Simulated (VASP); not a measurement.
# Ga (I4/mmm) in VASP: notebook

Runs on Ga. Level: r2SCAN. Tasks: single point, relaxation of shape and atoms at fixed volume.

Program: VASP 6.6.1. These are calculated values, not measurements. Logs are shortened: lines on timing, memory, paths and dates and some standing lists are left out, and cuts for length are marked.

### 1 The cell of the first run

The structure is tetragonal, space group I4/mmm (No. 139). The conventional cell has a = 2.808 Å, b = 2.808 Å, c = 4.458 Å, α = 90.00°, β = 90.00°, γ = 90.00°. Within 3.7 Å of Ga (site symmetry 4/mmm) lie 12 Ga at 2.81 to 2.99 Å.

### 2 Single point, r2SCAN

Contents of POSCAR:

```
Ga
1.0
   -1.4040000000      1.4040000000      2.2290000000
    1.4040000000     -1.4040000000      2.2290000000
    1.4040000000      1.4040000000     -2.2290000000
Ga
1
Direct
    0.0000000000      0.0000000000      0.0000000000
```

Contents of INCAR.step1:

```
SYSTEM = Ga
  PREC = Accurate
  ENCUT = 520
  ISMEAR = -1
  SIGMA = 0.15
  LREAL = .FALSE.
  LASPH = .TRUE.
  NELM = 80
  NBANDS = 12
  GGA = PE
  ALGO = Normal
  EDIFF = 1E-4
  LWAVE = .TRUE.
  LCHARG = .FALSE.
```

Contents of INCAR.step2:

```
SYSTEM = Ga
  PREC = Accurate
  ENCUT = 520
  EDIFF = 1E-6
  ISMEAR = -1
  SIGMA = 0.15
  LREAL = .FALSE.
  LASPH = .TRUE.
  NELM = 80
  ALGO = Normal
  ISIF = 2
  LWAVE = .FALSE.
  LCHARG = .FALSE.
  METAGGA = R2SCAN
  LMIXTAU = .TRUE.
  NBANDS = 12
  ISTART = 1
```

Contents of KPOINTS:

```
Automatic mesh
0
G
  11 11 11
  0 0 0
```

Potentials or basis: VASP PAW PBE potentials, release 64 (Ga_d).

On the command line:

```bash
$ cat potpaw_PBE.64/Ga_d/POTCAR > POTCAR
$ cp INCAR.step1 INCAR
$ mpirun -np 1 vasp_std > vasp.out
$ cp INCAR.step2 INCAR
$ mpirun -np 1 vasp_std > vasp.out
```

OUTCAR:

```text
SYSTEM = Ga
   PREC = Accurate
   ENCUT = 520
   EDIFF = 1E-6
   ISMEAR = -1
   LREAL = .FALSE.
   LASPH = .TRUE.
   NELM = 80
   ISIF = 2
   METAGGA = R2SCAN
   ISTART = 1

 ion  position               nearest neighbor table
   1  0.000  0.000  0.000-

  LATTYP: Found a body centered tetragonal cell.
 ALAT       =     2.8080000000
 C/A-ratio  =     1.5876068376

  Lattice vectors:

 A1 = (  -1.4040000000,   1.4040000000,   2.2290000000)
 A2 = (   1.4040000000,  -1.4040000000,   2.2290000000)
 A3 = (   1.4040000000,   1.4040000000,  -2.2290000000)

Analysis of symmetry for initial positions (statically):
=====================================================================
 Subroutine PRICEL returns:
 Original cell was already a primitive cell.

 Routine SETGRP: Setting up the symmetry group for a
 body centered tetragonal supercell.

 Subroutine GETGRP returns: Found 16 space group operations
 (whereof 16 operations were pure point group operations)
 out of a pool of 16 trial point group operations.

The static configuration has the point symmetry D_4h.

Analysis of symmetry for dynamics (positions and initial velocities):
=====================================================================
 Subroutine PRICEL returns:
 Original cell was already a primitive cell.

 Routine SETGRP: Setting up the symmetry group for a
 body centered tetragonal supercell.

 Subroutine GETGRP returns: Found 16 space group operations
 (whereof 16 operations were pure point group operations)
 out of a pool of 16 trial point group operations.

The dynamic configuration has the point symmetry D_4h.

 Subroutine INISYM returns: Found 16 space group operations
 (whereof 16 operations are pure point group operations),
 and found     1 'primitive' translations

----------------------------------------------------------------------------------------

                                     Primitive cell

  volume of cell :      17.5754

  direct lattice vectors                    reciprocal lattice vectors
    -1.404000000  1.404000000  2.229000000     0.000000000  0.356125356  0.224315837
     1.404000000 -1.404000000  2.229000000     0.356125356  0.000000000  0.224315837
     1.404000000  1.404000000 -2.229000000     0.356125356  0.356125356  0.000000000

  length of vectors
     2.985108541  2.985108541  2.985108541     0.420883433  0.420883433  0.503637309

  position of ions in fractional coordinates (direct lattice)
     0.000000000  0.000000000  0.000000000

  ion indices of the primitive-cell ions
   primitive index   ion index
                 1           1

----------------------------------------------------------------------------------------

 KPOINTS: Automatic mesh

Automatic generation of k-mesh.
 Grid dimensions read from file:
 generate k-points for:   11   11   11

 Generating k-lattice:

  Cartesian coordinates                     Fractional coordinates (reciprocal lattice)
     0.000000000  0.032375032  0.020392349     0.090909091  0.000000000 -0.000000000
     0.032375032  0.000000000  0.020392349     0.000000000  0.090909091 -0.000000000
     0.032375032  0.032375032  0.000000000     0.000000000  0.000000000  0.090909091

  Length of vectors
     0.038262130  0.038262130  0.045785210

  Shift w.r.t. Gamma in fractional coordinates (k-lattice)
     0.000000000  0.000000000  0.000000000

 Subroutine IBZKPT returns following result:
 ===========================================

 Found    126 irreducible k-points:

 Following reciprocal coordinates:
            Coordinates               Weight
  0.000000  0.000000  0.000000      1.000000
  0.090909  0.000000 -0.000000      8.000000
  0.181818  0.000000 -0.000000      8.000000
  0.272727  0.000000  0.000000      8.000000
  0.363636  0.000000 -0.000000      8.000000
  0.454545  0.000000 -0.000000      8.000000
[... 16 lines left out ...]
 -0.272727  0.181818 -0.000000     16.000000
 -0.181818  0.181818  0.000000      4.000000
 [... further k-points ...]
   k-points           NKPTS =    126   k-points in BZ     NKDIM =    126   number of bands    NBANDS=     12
   number of dos      NEDOS =    301   number of ions     NIONS =      1
   total plane-waves  NPLWV =  13824
   dimension x,y,z NGX =    24 NGY =   24 NGZ =   24
   dimension x,y,z NGXF=    48 NGYF=   48 NGZF=   48
   ions per type =               1
   NGX,Y,Z   is equivalent  to a cutoff of  13.37, 13.37, 13.37 a.u.
   NGXF,Y,Z  is equivalent  to a cutoff of  26.73, 26.73, 26.73 a.u.
 SYSTEM =  Ga
   PREC   = accura    normal or accurate (medium, high low for compatibility)
   ISTART =      1    job   : 0-new  1-cont  2-samecut
   ICHARG =      0    charge: 1-file 2-atom 10-const
   ISPIN  =      1    spin polarized calculation?
   LNONCOLLINEAR =      F non collinear calculations
   LSORBIT =      F    spin-orbit coupling
   LASPH  =      T    aspherical Exc in radial PAW
   ENCUT  =  520.0 eV  38.22 Ry    6.18 a.u.   5.55  5.55  5.55*2*pi/ulx,y,z
   NELM   =     80;   NELMIN=  2; NELMDL=  0     # of ELM steps
   EDIFF  = 0.1E-05   stopping-criterion for ELM
   LREAL  =      F    real-space projection
   EDIFFG = 0.1E-04   stopping-criterion for IOM
   NSW    =      0    number of steps for IOM
   IBRION =     -1    ionic relax: 0-MD 1-quasi-New 2-CG
   NFREE  =      0    steps in history (QN), initial steepest desc. (CG)
   ISIF   =      2    stress and relaxation
   ISYM   =      2    0-nonsym 1-usesym 2-fastsym
   POTIM  = 0.5000    time-step for ionic-motion
   TEBEG  =    0.0;   TEEND  =   0.0 temperature during run
   PSTRESS=    0.0 pullay stress
   NELECT =      13.0000    total number of electrons
   NUPDOWN=      -1.0000    fix difference up-down
   EMIN   =  10.00;   EMAX   =-10.00  energy-range for DOS
   EFERMI =   0.00;   METHOD = LEGACY
   ISMEAR =    -1;   SIGMA  =   0.15  broadening in eV -4-tet -1-fermi 0-gaus
   EFERMI_NEDOS =   21; number of points for ismear=-14 and -15
   IALGO  =     38    algorithm
   IMIX   =      4    mixing-type and parameters
     AMIX     =   0.40;   BMIX     =  1.00
     AMIX_MAG =   1.60;   BMIX_MAG =  1.00
  volume/ion in A,a.u.               =      17.58       118.60
  Fermi-wavevector in a.u.,A,eV,Ry     =   1.480544  2.797822 29.824096  2.192009
  Thomas-Fermi vector in A             =   2.594565
   LORBIT       =      0    0 simple, 1 ext, 2 COOP (PROOUT), +10 PAW based schemes
   METAGGA = R2SCAN    functional components
   LHFCALC =     F    Hartree Fock is set to
   AEXX    =    0.0000 exact exchange contribution
   IVDW    =     0    specifies the selected vdW correction
   LEPSILON=     F    determine dielectric tensor
   LRPA    =     F    only Hartree local field effects (RPA)
 non-spin polarized calculation
  energy-cutoff  :      520.00
  volume of cell :       17.58
 maximum number of plane-waves:       487
   NGX = 11   NGY = 11   NGZ = 11

 number of electron      12.9999995 magnetization

 Free energy of the ion-electron system (eV)
  ---------------------------------------------------
  ext. energy  EPLUGINS =         0.00000000
  ---------------------------------------------------
  free energy    TOTEN  =       -11.31833635 eV

  energy without entropy =      -11.29076678  energy(sigma->0) =      -11.30455157

 E-fermi :   6.1871     XC(G=0): -12.5941

 val. band max:        6.1338022162   @ k =  -0.3636  -0.4545   0.2727
 cond. band min:       6.2817861311   @ k =  -0.2727   0.2727   0.2727
 fundamental gap:      0.1479839149
 Fermi energy:         6.1871254909

 k-point     1 :       0.0000    0.0000    0.0000
  band No.  band energies     occupation
      1      -9.4827      2.00000
      2      -9.3463      2.00000
      3      -9.3463      2.00000
      4      -9.3229      2.00000
      5      -9.1730      2.00000
      6      -6.0942      2.00000
      7      19.9274      0.00000
      8      19.9275      0.00000
      9      20.0446      0.00000
     10      23.2721      0.00000
     11      23.3709      0.00000
     12      24.0604      0.00000

 k-point     2 :       0.0909    0.0000   -0.0000
  band No.  band energies     occupation
      1      -9.4708      2.00000
      2      -9.3522      2.00000
      3      -9.3360      2.00000
      4      -9.3174      2.00000
      5      -9.1793      2.00000
      6      -5.8565      2.00000
      7      17.2827      0.00000
      8      19.2227      0.00000
      9      19.6355      0.00000
     10      22.2382      0.00000
     11      24.0026      0.00000
     12      24.7538      0.00000

 k-point     3 :       0.1818    0.0000   -0.0000
  band No.  band energies     occupation
      1      -9.4533      2.00000
      2      -9.3771      2.00000
      3      -9.3132      2.00000
      4      -9.2840      2.00000
      5      -9.1910      2.00000
      6      -5.1353      2.00000
      7      13.1989      0.00000
      8      17.8891      0.00000
      9      19.1420      0.00000
     10      21.7704      0.00000
     11      22.8229      0.00000
     12      26.3011      0.00000
[... 286 lines left out ...]
 k-point    23 :      -0.2727    0.1818   -0.0000
  band No.  band energies     occupation
      1      -9.4449      2.00000
      2      -9.3435      2.00000
      3      -9.2962      2.00000
      4      -9.2756      2.00000
      5      -9.2003      2.00000
      6      -3.7909      2.00000
      7      12.1426      0.00000
      8      14.4399      0.00000
      9      16.4058      0.00000
     10      18.6899      0.00000
     11      20.3014      0.00000
     12      26.3061      0.00000

 k-point    24 :      -0.1818    0.1818    0.0000
  band No.  band energies     occupation
      1      -9.4165      2.00000
      2      -9.3578      2.00000
      3      -9.3067      2.00000
      4      -9.2917      2.00000
      5      -9.2218      2.00000
      6      -4.7255      2.00000
      7      15.0536      0.00000
      8      15.8081      0.00000
      9      16.9628      0.00000
     10      18.2200      0.00000
     11      22.1854      0.00000
     12      27.0395      0.00000

 [... further k-points ...]

------------------------ aborting loop because EDIFF is reached ----------------------------------------

  FORCE on cell =-STRESS in cart. coord.  units (eV):
  Direction    XX          YY          ZZ          XY          YZ          ZX
  --------------------------------------------------------------------------------------
  -------------------------------------------------------------------------------------
  Total        0.0941125      0.0941125      0.0995345      0.0000000      0.0000000      0.0000000
  in kB        8.5793354      8.5793354      9.0736022      0.0000000      0.0000000      0.0000000
  external PRESSURE =       8.7440910 kB  Pullay stress =       0.0000000 kB

 VOLUME and BASIS-vectors are now :
 -----------------------------------------------------------------------------
  energy-cutoff  :      520.00
  volume of cell :       17.58
      direct lattice vectors                 reciprocal lattice vectors
    -1.404000000  1.404000000  2.229000000     0.000000000  0.356125356  0.224315837
     1.404000000 -1.404000000  2.229000000     0.356125356  0.000000000  0.224315837
     1.404000000  1.404000000 -2.229000000     0.356125356  0.356125356  0.000000000

 POSITION                                       TOTAL-FORCE (eV/Angst)
 -----------------------------------------------------------------------------------
      0.00000      0.00000      0.00000         0.000000     -0.000000     -0.000000
 -----------------------------------------------------------------------------------
    total drift:                                0.000000      0.000000     -0.000000

  FREE ENERGIE OF THE ION-ELECTRON SYSTEM (eV)
  ---------------------------------------------------
  free  energy   TOTEN  =       -11.3183363545 eV

  energy  without entropy=      -11.2907667837  energy(sigma->0) =      -11.30455157
```

Run time: 85 s. Hardware: 1 thread of Intel Xeon Platinum 8259CL at 2.50GHz (Skylake/Cascade Lake), shared host; peak memory 0.16 GiB.

What came out:

- Free energy: -11.3183 eV
- Pressure: 0.9 GPa
- Band gap on the k mesh: zero (an odd number of electrons rules out a gap without spin polarisation)

Levels at points of the mesh, in eV from the Fermi level:
```csv
k point,band 2,band 3,band 4,band 5,band 6,band 7,band 8,band 9,band 10,band 11
"(0.00, 0.00, 0.00)",-15.53,-15.53,-15.51,-15.36,-12.28,13.74,13.74,13.86,17.08,17.18
```

Caveat: the PAW data sets were made with another functional, which shifts forces and pressure a little.

### 3 Relaxation of shape and atoms at fixed volume, r2SCAN

POSCAR is that of step 2.

Contents of INCAR.step1:

```
  PREC = Accurate
  ENCUT = 600
  ISMEAR = -1
  SIGMA = 0.15
  LREAL = False
  LASPH = True
  NELM = 60
  GGA = PE
  ALGO = Normal
  EDIFF = 1E-4
  LWAVE = True
  LCHARG = False
```

Contents of INCAR.step2:

```
  PREC = Accurate
  ENCUT = 600
  EDIFF = 1E-7
  ISMEAR = -1
  SIGMA = 0.15
  LREAL = False
  LASPH = True
  NELM = 60
  ALGO = Normal
  ISIF = 4
  LWAVE = False
  LCHARG = False
  METAGGA = R2SCAN
  LMIXTAU = True
  IBRION = 2
  NSW = 80
  EDIFFG = -0.01
  ISTART = 1
```

Contents of KPOINTS:

```
regular mesh
0
Gamma
  11 11 11
```

Potentials or basis: VASP PAW PBE potentials, release 64 (Ga_d).

On the command line:

```bash
$ cat potpaw_PBE.64/Ga_d/POTCAR > POTCAR
$ cp INCAR.step1 INCAR
$ mpirun -np 1 vasp_std > vasp.out
$ cp INCAR.step2 INCAR
$ mpirun -np 1 vasp_std > vasp.out
```

It took 80 s on 1 thread of Intel Xeon Platinum 8259CL at 2.50GHz (Skylake/Cascade Lake), shared host; peak memory 0.16 GiB.

The run converged. Its results:

```
Free energy             : -11.3190 eV
Pressure after relaxing : 0.8 GPa
Band gap on the k mesh  : zero (an odd number of electrons rules out a gap without spin polarisation)
```

Final structure:
```
Ga
1.0
    -1.40400    1.40400    2.22900
     1.40400   -1.40400    2.22900
     1.40400    1.40400   -2.22900
Ga
1
Direct
  0.00000 0.00000 0.00000
```

Levels at points of the mesh, in eV from the Fermi level:
```tsv
k point	band 2	band 3	band 4	band 5	band 6	band 7	band 8	band 9	band 10
(0.00, 0.00, 0.00)	-15.53	-15.53	-15.51	-15.36	-12.28	13.74	13.74	13.86	17.08
```

Caveat: the PAW data sets were made with another functional, which shifts forces and pressure a little.

The gap in the log of VASP goes by the Fermi energy; the results here count the filled bands.